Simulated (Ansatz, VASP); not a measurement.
# Two plane-wave programs on LiNbO3

The input INCAR:

```
SYSTEM = LiNbO3
PREC = Accurate
ENCUT = 600
EDIFF = 1E-7
ISMEAR = 0
SIGMA = 0.01
LREAL = .False.
LASPH = .True.
NELM = 80
ALGO = Normal
ISIF = 3
LWAVE = .False.
LCHARG = .False.
GGA = PE
IBRION = 2
NSW = 80
EDIFFG = -0.001
```

File KPOINTS:

```
regular mesh
0
Gamma
  6 6 6
  0 0 0
```

Contents of POSCAR:

```
LiNbO3
1.0
    2.5947509582      1.4980801642      4.6714922516
   -2.5947509582      1.4980801642      4.6714922516
    0.0000000000     -2.9961603283      4.6714922516
Li Nb O
2 2 6
Direct
    0.2816005589      0.2816005589      0.2816005589
    0.7816005589      0.7816005589      0.7816005589
    0.0004548850      0.0004548850      0.0004548850
    0.5004548850      0.5004548850      0.5004548850
    0.1104436164      0.3581702929      0.7211456467
    0.7211456467      0.1104436164      0.3581702929
    0.3581702929      0.7211456467      0.1104436164
    0.2211456467      0.8581702929      0.6104436164
    0.8581702929      0.6104436164      0.2211456467
    0.6104436164      0.2211456467      0.8581702929
```

Input for Ansatz:

```yaml
crystal:
  lattice:
    - [2.5947509582, 1.4980801642, 4.6714922516]
    - [-2.5947509582, 1.4980801642, 4.6714922516]
    - [0.0, -2.9961603283, 4.6714922516]
  atoms:
    - { symbol: Li, position: [0.2816005589, 0.2816005589, 0.2816005589] }
    - { symbol: Li, position: [0.7816005589, 0.7816005589, 0.7816005589] }
    - { symbol: Nb, position: [0.000454885, 0.000454885, 0.000454885] }
    - { symbol: Nb, position: [0.500454885, 0.500454885, 0.500454885] }
    - { symbol: O, position: [0.1104436164, 0.3581702929, 0.7211456467] }
    - { symbol: O, position: [0.7211456467, 0.1104436164, 0.3581702929] }
    - { symbol: O, position: [0.3581702929, 0.7211456467, 0.1104436164] }
    - { symbol: O, position: [0.2211456467, 0.8581702929, 0.6104436164] }
    - { symbol: O, position: [0.8581702929, 0.6104436164, 0.2211456467] }
    - { symbol: O, position: [0.6104436164, 0.2211456467, 0.8581702929] }
basis:
  ecutwfc: 420
kpoints:
  mp_grid: { grid: [6, 6, 6] }
hamiltonian:
  xc: pbe
scf:
  occupations: { method: fixed }
output:
  forces: true
  stress: true
  eigenvalues: true
  write_density: true
  write_potential: true
  elf: true
  volumetric_format: npy
relax:
  adjacent_minimum: "off"
  f_tol: 0.001
  max_steps: 60
  cell: { stress_tol: 0.01 }
```

Alike in both runs: task relaxation of cell and atoms; functional PBE; k mesh 6 × 6 × 6; no spin polarisation.

|  | VASP | Ansatz |
| --- | --- | --- |
| version | VASP 6.6.1 | Ansatz 0.2.0 |
| potentials or method | VASP PAW PBE potentials, release 64 (Li_sv, Nb_sv, O), cutoff 600 eV | scalar-relativistic, plane waves, PAW |
| occupations | gaussian, width 0.01 eV | fixed |
| valence electrons in the cell | 68 | 68 |

```csv
,VASP,Ansatz,Ansatz less VASP
"gap on the k mesh at the Fermi level, each at its own relaxed structure (eV)",3.55,3.57,+0.023
relaxed volume (Å³/atom),10.84,10.90,+0.052
relaxed cell length with the largest relative difference (Å),5.541,5.550,+0.0088
```

Noted on VASP's run: the cutoff is short for stress, so the pressure is rough.
